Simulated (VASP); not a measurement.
Runs of VASP 6.6.1 on Si2Ni. The structure is that of space group Fm-3m (No. 225), or close to it. The cells are those of the table. 

```tsv
task	cell	cutoff (eV)	gap on the mesh (eV)	pressure (GPa)
relaxation of cell and atoms	relaxed to 25 GPa from a = 3.683 Å, angles 60.0°, 3 atoms	600	none	25.0
single point	a = 3.861 Å, angles 60.0°, 3 atoms	520	none	(a)
relaxation of cell and atoms	relaxed to 12 GPa from a = 3.759 Å, angles 60.0°, 3 atoms	600	none	12.0
single point	a = 3.818 Å, angles 60.0°, 3 atoms	520	none	(b)
single point	a = 3.589 Å, angles 60.0°, 3 atoms	520	none	49.6
relaxation of cell and atoms	relaxed to 4 GPa from a = 3.818 Å, angles 60.0°, 3 atoms	600	none	4.1
single point	a = 3.689 Å, angles 60.0°, 3 atoms	520	none	24.8
single point	a = 3.843 Å, angles 60.0°, 3 atoms	520	none	0.9
```

Alike in all rows: level PBE; potentials or basis VASP PAW PBE potentials, release 64 (Si, Ni); no spin polarisation; k mesh 14 × 14 × 14; smearing gaussian 0.1 eV.

Estimate the missing entries.

(a) -1.1; (b) 4.0.

Caveats: the cell is relaxed towards a set pressure, so the run minimises the enthalpy, not the energy (at least some runs); the cell stands under pressure (at least some runs).

A gap of «none» marks levels without a gap at the run's occupations.
